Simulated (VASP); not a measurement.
Crystal: BeC.

```xyz
8
Lattice="-0.0287 -0.0195 -2.4471 -1.5171 -3.4125 -0.0450 -4.6889 3.4733 -0.0260" Properties=species:S:1:pos:R:3 pbc="T T T"
Be   -3.0797    1.2373   -1.8631
Be   -1.5360   -2.3041   -1.9173
Be   -4.6770    2.3385   -0.6505
Be   -3.1695   -1.1681   -0.7813
C    -4.6192   -0.4571   -1.8565
C    -1.6308   -0.4475   -1.8333
C    -4.7011    0.4801   -0.6216
C    -1.5256    0.4862   -0.5488
```

| Item | Value |
| --- | --- |
| Program | VASP 6.6.1 |
| Task | relaxation of cell and atoms |
| Functional | PBE |
| Potentials or basis | VASP PAW PBE potentials, release 64 (Be, C) |
| Cutoff | 600 eV |
| k mesh | 10 × 6 × 4 |
| Occupations | gaussian, width 0.1 eV |
| Spin | no spin polarisation |

At the start: pressure 4.4 GPa; volume 6.51 Å³/atom.

**Question.** Where does the relaxation end?

**Answer.** Over 36 steps the energy falls by 348.7 meV/atom and the volume is 6.70 Å³/atom (+3.1 %); space group P1 (No. 1, to 0.1 Å) before, C2/m (No. 12, to 0.1 Å).

The path:
```csv
step,energy change (eV),largest force (eV/Å),pressure (GPa),volume (Å³)
1,0.0000,1.7847,4.35,52.04
2,-0.0929,2.2568,-2.41,53.37
3,-0.1835,0.8728,-0.52,52.80
4,-0.2921,0.3958,-2.29,53.00
5,-0.2993,0.5329,-2.66,53.06
6,-0.3939,0.5388,0.19,52.35
7,-0.4328,1.2191,3.27,51.72
8,-0.4692,1.2746,4.03,51.60
9,-0.5655,1.4827,6.70,51.24
10,-0.6360,2.1265,13.78,50.39
11,-0.7169,2.0180,14.06,50.49
12,-0.9118,1.8517,15.37,50.73
13,-0.9606,1.9968,19.48,50.95
14,-1.0205,1.8501,17.61,50.91
15,-1.2742,1.5432,13.26,51.78
16,-1.7010,1.2949,2.39,54.42
17,-1.7397,1.5564,-1.10,55.46
18,-1.8944,1.1404,-2.90,55.80
19,-2.0778,0.9483,-6.96,56.68
20,-2.2301,0.9063,-4.49,55.90
21,-2.4118,0.8300,3.61,53.90
22,-2.5363,0.6758,2.35,53.93
23,-2.5635,0.9013,1.98,53.94
24,-2.6657,0.4444,-1.59,54.44
25,-2.6894,0.5421,-3.77,54.79
26,-2.7494,0.4452,-1.18,53.99
27,-2.7516,0.4516,-0.60,53.82
28,-2.7809,0.1434,0.76,53.45
29,-2.7811,0.1703,0.91,53.41
30,-2.7882,0.0772,0.20,53.60
31,-2.7886,0.1081,0.00,53.66
32,-2.7896,0.0686,-0.29,53.70
33,-2.7897,0.0421,-0.23,53.69
34,-2.7899,0.0251,0.08,53.63
35,-2.7899,0.0228,0.06,53.63
36,-2.7899,0.0109,0.02,53.64
```

Final structure:
```cif
data_structure
_symmetry_space_group_name_H-M 'P 1'
_symmetry_Int_Tables_number 1
_cell_length_a 2.5768
_cell_length_b 4.2018
_cell_length_c 5.4183
_cell_angle_alpha 94.701
_cell_angle_beta 76.547
_cell_angle_gamma 72.385
_cell_volume 53.64
loop_
_atom_site_label
_atom_site_type_symbol
_atom_site_fract_x
_atom_site_fract_y
_atom_site_fract_z
_atom_site_occupancy
Be1 Be 0.60959 0.23268 0.54561 1
Be2 Be 0.61051 0.73291 0.04552 1
Be3 Be 0.39001 0.26706 0.95445 1
Be4 Be 0.39015 0.76725 0.45440 1
C1 C 0.70547 0.86164 0.72754 1
C2 C 0.70580 0.36197 0.22756 1
C3 C 0.29410 0.63806 0.77244 1
C4 C 0.29437 0.13844 0.27248 1
```
